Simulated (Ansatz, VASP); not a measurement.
Mn in VASP and in Ansatz

```xyz
2
Lattice="2.4836 0.0000 0.0000 -1.2418 2.1509 0.0000 0.0000 0.0000 4.0262" Properties=species:S:1:pos:R:3 pbc="T T T"
Mn    0.0000    1.4339    1.0065
Mn    1.2418    0.7170    3.0196
```

Alike in both runs: task single point; functional PBEsol; k mesh 10 × 10 × 6; occupations fermi-dirac, width 0.05 eV; collinear spin; fixed moment 8 μB.

|  | VASP | Ansatz |
| --- | --- | --- |
| version | VASP 6.6.1 | Ansatz 0.2.0 |
| potentials or method | VASP PAW PBE potentials, release 64 (Mn_sv) | Ansatz PAW |
| plane-wave cutoff (eV) | 600 | 420 |
| valence electrons in the cell | 30 | 30 |

|  | VASP | Ansatz | Ansatz less VASP |
| --- | --- | --- | --- |
| net moment per atom (μB) | 4.00 | 4.00 | 0.000 |
| size of the moment on the site where the two differ most (μB) | 3.53 | 3.65 | +0.120 |

VASP's potentials were made for PBE, not for PBEsol. Site moments also hang on the region over which each program counts them.
